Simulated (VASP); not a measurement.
Input of a VASP 6.6.1 run:

INCAR

```
ALGO = Normal ; EDIFF = 1E-6
EDIFFG = -0.08 ; ENCUT = 600
GGA = PE ; IBRION = 2
ISIF = 3 ; ISMEAR = 0
LASPH = True ; LCHARG = False
LREAL = False ; LWAVE = False
NELM = 60 ; NSW = 36
PREC = Accurate ; SIGMA = 0.15
```

Contents of KPOINTS:

```
k-points
0
Gamma
  2 2 3
```

The input POSCAR:

```
Hg2TeF2
1.0
    6.8820061400      0.0000000000      0.0000000000
    0.0000000000      8.6858115200      0.0000000000
    0.0000000000      0.0000000000      3.9612588800
Hg Te F
4 2 4
Direct
    0.2302500000      0.5944500000      0.0000000000
    0.7697500000      0.4055500000      0.0000000000
    0.7302500000      0.9055500000      0.0000000000
    0.2697500000      0.0944500000      0.0000000000
    0.5000000000      0.5000000000      0.0000000000
    0.0000000000      0.0000000000      0.0000000000
    0.3922199900      0.8331099700      0.5000000000
    0.6077800100      0.1668900300      0.5000000000
    0.8922199900      0.6668900300      0.5000000000
    0.1077800100      0.3331099700      0.5000000000
```

Potentials or basis: VASP PAW PBE potentials, release 64 (Hg, Te, F).

Run with:

```console
$ cat potpaw_PBE.64/Hg/POTCAR potpaw_PBE.64/Te/POTCAR potpaw_PBE.64/F/POTCAR > POTCAR
$ mpirun -np 1 vasp_std > vasp.out
```

**Question.** Estimate the relaxed volume.

**Answer.** 18.92 Å³/atom.

**Question.** What does it give for the relaxed cell?

**Answer.** a = 7.420 Å, b = 8.078 Å, c = 3.157 Å, α = 90.00°, β = 90.00°, γ = 90.00°.

Step by step:
```tsv
step	energy change (eV)	largest force (eV/Å)	pressure (GPa)	volume (Å³)
1	0.0000	20.5214	29.62	236.79
2	-9.5798	0.9397	-12.11	389.02
3	-11.7500	0.7751	-10.77	366.14
4	-13.0335	0.7373	-10.09	350.64
5	-17.1188	0.5965	-8.51	293.41
6	-17.7274	1.6209	-5.30	265.01
7	-17.8319	0.8308	-6.99	274.64
8	-17.8493	1.0365	-6.53	271.53
9	-19.6186	1.1033	-5.84	238.42
10	-18.2486	2.8770	29.70	154.28
11	-20.7261	1.0941	-3.06	212.53
12	-21.0096	1.1429	6.38	181.70
13	-21.1361	1.0389	1.34	194.07
14	-21.1438	1.0424	2.12	191.74
15	-21.4949	0.7409	1.34	190.76
16	-21.5330	0.7594	1.35	190.01
17	-21.7041	0.4255	-1.07	195.30
18	-21.7413	0.3329	-2.57	199.41
19	-21.8754	0.2795	-1.59	195.72
20	-21.9665	0.1912	0.40	189.70
21	-21.9980	0.1524	0.26	189.89
22	-22.0479	0.1349	-0.14	190.37
23	-22.0496	0.1424	-0.20	190.47
24	-22.0599	0.1063	0.29	189.36
25	-22.0626	0.0742	0.71	188.45
26	-22.0685	0.0565	0.49	189.24
```

Caveat: the k points lie up to 0.66 Å⁻¹ apart in the final cell, too coarse for converged energies and pressures of a metal; the volume moved by over 15 % at a fixed basis, so the end points are rough; the relaxation stopped at a loose force limit of 0.08 eV/Å, so its end isn't a converged minimum.
